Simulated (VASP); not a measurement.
# SiC (P6_3mc) in VASP: further runs

Runs on SiC. Level: PBE. Tasks: single point.

All numbers are computed with VASP 6.6.1; they aren't measurements. Logs are shortened: lines on timing, memory, paths and dates and some standing lists are left out, and cuts for length are marked.

**1. The cell of the first run**

The structure is hexagonal, space group P6_3mc (No. 186). Conventional cell: a = 3.092 Å, b = 3.092 Å, c = 5.074 Å, α = 90.00°, β = 90.00°, γ = 120.00°. Si (site symmetry 3m) has 4 C at 1.89 to 1.91 Å within 2.5 Å. C (site symmetry 3m) has 4 Si at 1.89 to 1.91 Å within 2.5 Å.

**2. Single point, PBE**

Input file INCAR:

```
PREC     = Accurate       # precision mode
ENCUT    = 520            # plane-wave cutoff, eV
EDIFF    = 1E-7           # SCF threshold, eV
ISMEAR   = 0              # smearing method
SIGMA    = 0.01           # smearing width, eV
LREAL    = Auto         
LASPH    = T              # aspherical terms in the spheres
NELM     = 60             # most SCF steps
ALGO     = Normal         # electronic algorithm
ISIF     = 2              # what is computed and relaxed
LWAVE    = F              # write WAVECAR
LCHARG   = F              # write CHGCAR
GGA      = PE             # functional
NBANDS   = 126            # bands
```

Input file KPOINTS:

```
Automatic mesh
0
Gamma
  1 1 1
```

Input file POSCAR:

```
SiC
1.0
    3.0919365161      5.3553911397      5.0742922929
   -6.1838730322      0.0000000000      5.0742922929
    3.0919365161     -5.3553911397      5.0742922929
Si C
24 24
Direct
    0.3331939024      0.6665272357      0.4998605691
    0.6665272357      0.9998605691      0.8331939024
    0.4998605691      0.8331939024      0.1665272357
    0.4998605691      0.3331939024      0.6665272357
    0.3331939024      0.1665272357      0.9998605691
    0.6665272357      0.4998605691      0.3331939024
    0.9998605691      0.8331939024      0.6665272357
    0.8331939024      0.6665272357      0.9998605691
    0.1665272357      0.9998605691      0.3331939024
    0.8331939024      0.1665272357      0.4998605691
    0.1665272357      0.4998605691      0.8331939024
    0.9998605691      0.3331939024      0.1665272357
    0.4998605691      0.6665272357      0.8331939024
    0.8331939024      0.9998605691      0.1665272357
    0.6665272357      0.8331939024      0.4998605691
    0.6665272357      0.3331939024      0.9998605691
    0.4998605691      0.1665272357      0.3331939024
    0.8331939024      0.4998605691      0.6665272357
    0.1665272357      0.8331939024      0.9998605691
    0.9998605691      0.6665272357      0.3331939024
    0.3331939024      0.9998605691      0.6665272357
    0.9998605691      0.1665272357      0.8331939024
    0.3331939024      0.4998605691      0.1665272357
    0.1665272357      0.3331939024      0.4998605691
    0.4584727643      0.7918060976      0.6251394309
    0.7918060976      0.1251394309      0.9584727643
    0.6251394309      0.9584727643      0.2918060976
    0.6251394309      0.4584727643      0.7918060976
    0.4584727643      0.2918060976      0.1251394309
    0.7918060976      0.6251394309      0.4584727643
    0.1251394309      0.9584727643      0.7918060976
    0.9584727643      0.7918060976      0.1251394309
    0.2918060976      0.1251394309      0.4584727643
    0.9584727643      0.2918060976      0.6251394309
    0.2918060976      0.6251394309      0.9584727643
    0.1251394309      0.4584727643      0.2918060976
    0.2918060976      0.4584727643      0.6251394309
    0.6251394309      0.7918060976      0.9584727643
    0.4584727643      0.6251394309      0.2918060976
    0.4584727643      0.1251394309      0.7918060976
    0.2918060976      0.9584727643      0.1251394309
    0.6251394309      0.2918060976      0.4584727643
    0.9584727643      0.6251394309      0.7918060976
    0.7918060976      0.4584727643      0.1251394309
    0.1251394309      0.7918060976      0.4584727643
    0.7918060976      0.9584727643      0.6251394309
    0.1251394309      0.2918060976      0.9584727643
    0.9584727643      0.1251394309      0.2918060976
```

Potentials or basis: VASP PAW PBE potentials, release 64 (Si, C).

Command:

```
> cat potpaw_PBE.64/Si/POTCAR potpaw_PBE.64/C/POTCAR > POTCAR
> mpirun -np 1 vasp_gam > vasp.out
```

OUTCAR:

```text
PREC = Accurate
   ENCUT = 520
   EDIFF = 1E-7
   ISMEAR = 0
   LREAL = Auto
   LASPH = T
   NELM = 60
   ISIF = 2
   GGA = PE

 ion  position               nearest neighbor table
   1  0.333  0.667  0.500-  37 1.89  45 1.89  39 1.89  25 1.91   4 3.09   7 3.09  11 3.09   6 3.09
                             9 3.09   3 3.09  13 3.10  20 3.10  24 3.10  15 3.10  21 3.10  23 3.10
   2  0.667  1.000  0.833-  40 1.89  38 1.89  46 1.89  26 1.91   4 3.09  10 3.09   5 3.09   3 3.09
                             8 3.09   7 3.09  16 3.10  14 3.10  21 3.10  15 3.10  13 3.10  22 3.10
   3  0.500  0.833  0.167-  38 1.89  41 1.89  39 1.89  27 1.91   6 3.09   5 3.09   8 3.09   2 3.09
                             1 3.09   9 3.09  23 3.10  17 3.10  14 3.10  13 3.10  19 3.10  15 3.10
   4  0.500  0.333  0.667-  42 1.89  37 1.89  40 1.89  28 1.91   2 3.09   1 3.09  10 3.09   6 3.09
                             5 3.09  11 3.09  21 3.10  13 3.10  18 3.10  17 3.10  16 3.10  24 3.10
   5  0.333  0.167  1.000-  41 1.89  47 1.89  40 1.89  29 1.91   3 3.09   9 3.09  12 3.09   2 3.09
                            11 3.09   4 3.09  17 3.10  22 3.10  19 3.10  16 3.10  23 3.10  21 3.10
   6  0.667  0.500  0.333-  39 1.89  42 1.89  44 1.89  30 1.91   3 3.09   8 3.09   1 3.09   4 3.09
                            10 3.09  12 3.09  15 3.10  18 3.10  23 3.10  16 3.10  17 3.10  20 3.10
   7  1.000  0.833  0.667-  45 1.89  46 1.89  43 1.89  31 1.91  11 3.09  10 3.09   1 3.09   9 3.09
                             8 3.09   2 3.09  18 3.10  22 3.10  21 3.10  20 3.10  19 3.10  15 3.10
   8  0.833  0.667  1.000-  44 1.89  38 1.89  43 1.89  32 1.91  12 3.09   6 3.09   3 3.09  11 3.09
                             2 3.09   7 3.09  13 3.10  20 3.10  16 3.10  19 3.10  14 3.10  18 3.10
   9  0.167  1.000  0.333-  48 1.89  45 1.89  41 1.89  33 1.91  12 3.09   5 3.09  10 3.09   7 3.09
[... 53 lines left out ...]
  47  0.125  0.292  0.958-  12 1.89   5 1.89  11 1.89  22 1.91
  48  0.958  0.125  0.292-   9 1.89  12 1.89  10 1.89  14 1.91

  LATTYP: Found a trigonal (rhomboedric) cell.
 ALAT       =     7.9992954660
 COS(alpha) =     0.1035854227

  Lattice vectors:

 A1 = (   3.0919365161,   5.3553911397,   5.0742922929)
 A2 = (  -6.1838730322,   0.0000000000,   5.0742922929)
 A3 = (   3.0919365161,  -5.3553911397,   5.0742922929)

Analysis of symmetry for initial positions (statically):
=====================================================================
 Subroutine PRICEL returns following result:

  LATTYP: Found a hexagonal cell.
 ALAT       =     3.0919365167
 C/A-ratio  =     1.6411372826

  Lattice vectors:

 A1 = (   3.0919365167,   0.0000000000,   0.0000000000)
 A2 = (  -1.5459682574,   2.6776955699,   0.0000000000)
 A3 = (   0.0000000012,   0.0000000000,   5.0742922929)

  12 primitive cells build up your supercell.

 Routine SETGRP: Setting up the symmetry group for a
 trigonal (rhombohedral) supercell.

 Subroutine GETGRP returns: Found  6 space group operations
 (whereof  3 operations were pure point group operations)
 out of a pool of 12 trial point group operations.

The static configuration has the point symmetry C_3 .
 The point group associated with its full space group is C_3v.

Analysis of symmetry for dynamics (positions and initial velocities):
=====================================================================
 Subroutine PRICEL returns following result:

  LATTYP: Found a hexagonal cell.
 ALAT       =     3.0919365167
 C/A-ratio  =     1.6411372826

  Lattice vectors:

 A1 = (   3.0919365167,   0.0000000000,   0.0000000000)
 A2 = (  -1.5459682574,   2.6776955699,   0.0000000000)
 A3 = (   0.0000000012,   0.0000000000,   5.0742922929)

  12 primitive cells build up your supercell.

 Routine SETGRP: Setting up the symmetry group for a
 trigonal (rhombohedral) supercell.

 Subroutine GETGRP returns: Found  6 space group operations
 (whereof  3 operations were pure point group operations)
 out of a pool of 12 trial point group operations.

The dynamic configuration has the point symmetry C_3 .
 The point group associated with its full space group is C_3v.

 Subroutine INISYM returns: Found  6 space group operations
 (whereof  3 operations are pure point group operations),
 and found    12 'primitive' translations

[... 22 lines left out ...]
                 1           1
                 2          13
                 3          25
                 4          37

----------------------------------------------------------------------------------------

 KPOINTS: Automatic mesh

Automatic generation of k-mesh.
 Grid dimensions read from file:
 generate k-points for:    1    1    1

 Generating k-lattice:

  Cartesian coordinates                     Fractional coordinates (reciprocal lattice)
     0.053903651  0.093363862  0.065690606     1.000000000  0.000000000  0.000000000
    -0.107807302  0.000000000  0.065690606     0.000000000  1.000000000  0.000000000
     0.053903651 -0.093363862  0.065690606     0.000000000  0.000000000  1.000000000

  Length of vectors
     0.126244485  0.126244485  0.126244485

  Shift w.r.t. Gamma in fractional coordinates (k-lattice)
     0.000000000  0.000000000  0.000000000

 Subroutine IBZKPT returns following result:
 ===========================================

 Found      1 irreducible k-points:

 Following reciprocal coordinates:
            Coordinates               Weight
  0.000000  0.000000  0.000000      1.000000
   k-points           NKPTS =      1   k-points in BZ     NKDIM =      1   number of bands    NBANDS=    126
   number of dos      NEDOS =    301   number of ions     NIONS =     48
   total plane-waves  NPLWV = 216000
   dimension x,y,z NGX =    60 NGY =   60 NGZ =   60
   dimension x,y,z NGXF=   120 NGYF=  120 NGZF=  120
   ions per type =              24  24
   NGX,Y,Z   is equivalent  to a cutoff of  12.47, 12.47, 12.47 a.u.
   NGXF,Y,Z  is equivalent  to a cutoff of  24.94, 24.94, 24.94 a.u.
 SYSTEM =  unknown system
   PREC   = accura    normal or accurate (medium, high low for compatibility)
   ISTART =      0    job   : 0-new  1-cont  2-samecut
   ICHARG =      2    charge: 1-file 2-atom 10-const
   ISPIN  =      1    spin polarized calculation?
   LNONCOLLINEAR =      F non collinear calculations
   LSORBIT =      F    spin-orbit coupling
   LASPH  =      T    aspherical Exc in radial PAW
   ENCUT  =  520.0 eV  38.22 Ry    6.18 a.u.  14.87 14.87 14.87*2*pi/ulx,y,z
   NELM   =     60;   NELMIN=  2; NELMDL= -5     # of ELM steps
   EDIFF  = 0.1E-06   stopping-criterion for ELM
   LREAL  =      T    real-space projection
   EDIFFG = 0.1E-05   stopping-criterion for IOM
   NSW    =      0    number of steps for IOM
   IBRION =     -1    ionic relax: 0-MD 1-quasi-New 2-CG
   NFREE  =      0    steps in history (QN), initial steepest desc. (CG)
   ISIF   =      2    stress and relaxation
   ISYM   =      2    0-nonsym 1-usesym 2-fastsym
   POTIM  = 0.5000    time-step for ionic-motion
   TEBEG  =    0.0;   TEEND  =   0.0 temperature during run
   PSTRESS=    0.0 pullay stress
   NELECT =     192.0000    total number of electrons
   NUPDOWN=      -1.0000    fix difference up-down
   EMIN   =  10.00;   EMAX   =-10.00  energy-range for DOS
   EFERMI =   0.00;   METHOD = LEGACY
   ISMEAR =     0;   SIGMA  =   0.01  broadening in eV -4-tet -1-fermi 0-gaus
   EFERMI_NEDOS =   21; number of points for ismear=-14 and -15
   IALGO  =     38    algorithm
   IMIX   =      4    mixing-type and parameters
     AMIX     =   0.40;   BMIX     =  1.00
     AMIX_MAG =   1.60;   BMIX_MAG =  1.00
  volume/ion in A,a.u.               =      10.50        70.88
  Fermi-wavevector in a.u.,A,eV,Ry     =   1.186658  2.242459 19.159157  1.408158
  Thomas-Fermi vector in A             =   2.322826
   LORBIT       =      0    0 simple, 1 ext, 2 COOP (PROOUT), +10 PAW based schemes
   GGA     = PE    functional components
   LHFCALC =     F    Hartree Fock is set to
   AEXX    =    0.0000 exact exchange contribution
   IVDW    =     0    specifies the selected vdW correction
   LEPSILON=     F    determine dielectric tensor
   LRPA    =     F    only Hartree local field effects (RPA)
 non-spin polarized calculation
 Gauss-broadening in eV      SIGMA  =   0.01
  energy-cutoff  :      520.00
  volume of cell :      504.14
 maximum number of plane-waves:      6769
 NGX is ok and might be reduce to    60
   NGX = 29   NGY = 29   NGZ = 29

 number of electron     191.9999977 magnetization

 Free energy of the ion-electron system (eV)
  ---------------------------------------------------
  ext. energy  EPLUGINS =         0.00000000
  ---------------------------------------------------
  free energy    TOTEN  =      -363.05893415 eV

  energy without entropy =     -363.05893415  energy(sigma->0) =     -363.05893415

 E-fermi :   8.1492     XC(G=0): -11.2935

 val. band max:        8.0553746465   @ k =   0.0000   0.0000   0.0000
 cond. band min:      10.8287766887   @ k =   0.0000   0.0000   0.0000
 fundamental gap:      2.7734020422
 Fermi energy:         8.1491657629

 k-point     1 :       0.0000    0.0000    0.0000
  band No.  band energies     occupation
      1      -7.3805      2.00000
      2      -5.4814      2.00000
      3      -5.4814      2.00000
      4      -5.4814      2.00000
      5      -5.4814      2.00000
      6      -5.4814      2.00000
[... 100 lines left out ...]
    107      12.9772      0.00000
    108      12.9772      0.00000
 [bands above 108 left out]

------------------------ aborting loop because EDIFF is reached ----------------------------------------

  FORCE on cell =-STRESS in cart. coord.  units (eV):
  Direction    XX          YY          ZZ          XY          YZ          ZX
  --------------------------------------------------------------------------------------
  -------------------------------------------------------------------------------------
  Total       -9.5646998     -9.5646998      5.6041044      0.0000000      0.0000000      0.0000000
  in kB      -30.3971896    -30.3971896     17.8101799      0.0000000      0.0000000      0.0000000
  external PRESSURE =     -14.3280664 kB  Pullay stress =       0.0000000 kB

 VOLUME and BASIS-vectors are now :
 -----------------------------------------------------------------------------
  energy-cutoff  :      520.00
  volume of cell :      504.14
      direct lattice vectors                 reciprocal lattice vectors
     3.091936516  5.355391140  5.074292293     0.053903651  0.093363862  0.065690606
    -6.183873032  0.000000000  5.074292293    -0.107807302  0.000000000  0.065690606
     3.091936516 -5.355391140  5.074292293     0.053903651 -0.093363862  0.065690606

 POSITION                                       TOTAL-FORCE (eV/Angst)
 -----------------------------------------------------------------------------------
     -1.54597     -0.89257      7.60932         0.000000      0.000000      0.002710
     -1.54597     -0.89257     12.68361         0.000000      0.000000      0.002710
     -3.09194      1.78513      7.60932         0.000000      0.000000      0.002710
      1.54597     -0.89257      7.60932         0.000000      0.000000      0.002710
      3.09194     -3.57026      7.60932         0.000000      0.000000      0.002710
     -0.00000      1.78513      7.60932         0.000000      0.000000      0.002710
[... 40 lines left out ...]
      1.54597     -4.46283      6.97927         0.000000      0.000000     -0.002710
      3.09194      3.57026      6.97927         0.000000      0.000000     -0.002710
 -----------------------------------------------------------------------------------
    total drift:                               -0.000001      0.000001     -0.241244

  FREE ENERGIE OF THE ION-ELECTRON SYSTEM (eV)
  ---------------------------------------------------
  free  energy   TOTEN  =      -363.0589341469 eV

  energy  without entropy=     -363.0589341469  energy(sigma->0) =     -363.05893415
```

Run time: 49 s. Hardware: 1 thread of AMD EPYC 9R45 (Zen 5), shared host; peak memory 0.41 GiB.

Results:

- Free energy: -363.0589 eV
- Pressure: -1.4 GPa
- Band gap on the k mesh: 2.77 eV

Forces on the atoms (eV/Å):
```
Si   0.000  0.000  0.003
Si   0.000  0.000  0.003
Si   0.000  0.000  0.003
Si   0.000  0.000  0.003
Si   0.000  0.000  0.003
Si   0.000  0.000  0.003
Si   0.000  0.000  0.003
Si   0.000  0.000  0.003
Si   0.000  0.000  0.003
Si   0.000  0.000  0.003
Si   0.000  0.000  0.003
Si   0.000  0.000  0.003
Si   0.000  0.000  0.003
Si   0.000  0.000  0.003
Si   0.000  0.000  0.003
Si   0.000  0.000  0.003
Si   0.000  0.000  0.003
Si   0.000  0.000  0.003
Si   0.000  0.000  0.003
Si   0.000  0.000  0.003
Si   0.000  0.000  0.003
Si   0.000  0.000  0.003
Si   0.000  0.000  0.003
Si   0.000  0.000  0.003
C    0.000  0.000 -0.003
C    0.000  0.000 -0.003
C    0.000  0.000 -0.003
C    0.000  0.000 -0.003
C    0.000  0.000 -0.003
C    0.000  0.000 -0.003
C    0.000  0.000 -0.003
C    0.000  0.000 -0.003
C    0.000  0.000 -0.003
C    0.000  0.000 -0.003
C    0.000  0.000 -0.003
C    0.000  0.000 -0.003
C    0.000  0.000 -0.003
C    0.000  0.000 -0.003
C    0.000  0.000 -0.003
C    0.000  0.000 -0.003
C    0.000  0.000 -0.003
C    0.000  0.000 -0.003
C    0.000  0.000 -0.003
C    0.000  0.000 -0.003
C    0.000  0.000 -0.003
C    0.000  0.000 -0.003
C    0.000  0.000 -0.003
C    0.000  0.000 -0.003
```

Levels at points of the mesh, in eV from the valence-band top:
```csv
k point,band 94,band 95,band 96,band 97,band 98,band 99
"(0.00, 0.00, 0.00)",-0.12,0.00,0.00,2.77,2.77,2.77
```

Caveat: the k points lie up to 0.79 Å⁻¹ apart.

(Continued in part 2 of 2.)
